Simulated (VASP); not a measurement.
Write the native input for VASP 6.6.1 that does the following.

```
Task                   : single point
Functional             : PBE
Potentials or basis    : VASP PAW PBE potentials, release 64 (Nb_sv, Si)
Cutoff                 : 500 eV
k mesh                 : 13 × 13 × 13
Occupations            : fermi-dirac, width 0.1 eV
Spin                   : no spin polarisation
Dipole correction      : no
Further INCAR settings : ALGO = Normal; EDIFF = 1e-06; NBANDS = 16
```

The structure of NbSi (rocksalt type) lies in POSCAR:

```
NbSi
1.0
    0.0000000000      2.4668473682      2.4668473682
    2.4668473682      0.0000000000      2.4668473682
    2.4668473682      2.4668473682      0.0000000000
Nb Si
1 1
Direct
    0.0000000000      0.0000000000      0.0000000000
    0.5000000000      0.5000000000      0.5000000000
```

This cell differs from its parent crystal: volume scaled by 0.88, to set the pressure.

One way to write it, as run:

INCAR

```
  PREC = Accurate
  ENCUT = 500
  EDIFF = 1E-6
  ISMEAR = -1
  SIGMA = 0.1
  LREAL = False
  LASPH = True
  NELM = 120
  ALGO = Normal
  ISIF = 2
  LWAVE = False
  LCHARG = False
  GGA = PE
  NBANDS = 16
  GGA_COMPAT = False
```

KPOINTS

```
regular mesh
0
Gamma
  13 13 13
```

Potentials or basis: VASP PAW PBE potentials, release 64 (Nb_sv, Si).

Command:

```sh
$ cat potpaw_PBE.64/Nb_sv/POTCAR potpaw_PBE.64/Si/POTCAR > POTCAR
$ mpirun -np 1 vasp_std > vasp.out
```

It gave:

- Pressure: 24.4 GPa

Caveat: the cell differs from its parent crystal (volume scaled by 0.88, to set the pressure).

It took 24 s on 1 thread of Intel(R) Xeon(R) 6975P-C (Granite Rapids), with other jobs on the host, peak memory 0.17 GiB.
